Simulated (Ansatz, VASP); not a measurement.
## One calculation of P, two programs

```xyz
1
Lattice="4.2729 0.0000 0.0000 0.0000 4.2729 0.0000 0.0000 0.0000 4.2904" Properties=species:S:1:pos:R:3 pbc="T T T"
P     0.0000    0.0000    0.0000
```

Change from the starting cell: zz strain of -2 %.

Alike in both runs: task single point; functional PBEsol; k mesh 10 × 10 × 9; occupations fermi-dirac, width 0.08 eV; no spin polarisation.

```csv
,VASP,Ansatz
version,VASP 6.6.1,Ansatz 0.2.0
potentials or method,"VASP PAW PBE potentials, release 64 (P), cutoff 500 eV","all-electron LAPW, scalar-relativistic"
```

|  | VASP | Ansatz | Ansatz less VASP |
| --- | --- | --- | --- |
| pressure (GPa) | -4.0 | -4.0 | +0.01 |
| traceless stress, the component that is largest in VASP (GPa) | 0.08 | 0.07 | 0.000 |

VASP's potentials were made for PBE, not for PBEsol. Ansatz ran all-electron here, and VASP with PAW potentials.
